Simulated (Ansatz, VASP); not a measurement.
## One calculation of BaS, two programs

```
Ba S
1.0
     0.00000    3.21470    3.21470
     3.21470    0.00000    3.21470
     3.21470    3.21470    0.00000
Ba S
1 1
Cartesian
  0.0000 0.0000 0.0000
  3.2147 3.2147 3.2147
```

Alike in both runs: functional PBE; k mesh 8 × 8 × 8; occupations gaussian, width 0.02 eV; no spin polarisation.

Ansatz relaxed the structure, and its values are those at the end. VASP's run is a single point on that final structure, the one shown.

```csv
,VASP,Ansatz
version,VASP 6.6.1,Ansatz 0.2.0
potentials or method,"VASP PAW PBE potentials, release 64 (Ba_sv, S), cutoff 500 eV","scalar-relativistic, plane waves, PAW"
valence electrons in the cell,16,16
```

|  | VASP | Ansatz | Ansatz less VASP |
| --- | --- | --- | --- |
| gap on the k mesh at the Fermi level (eV) | 2.14 | 2.23 | +0.095 |
| least direct gap on the mesh (eV) | 2.29 | 2.35 | +0.064 |
| pressure (GPa) | 0.5 | 0.0 | -0.54 |

Neither program's run includes spin-orbit coupling.
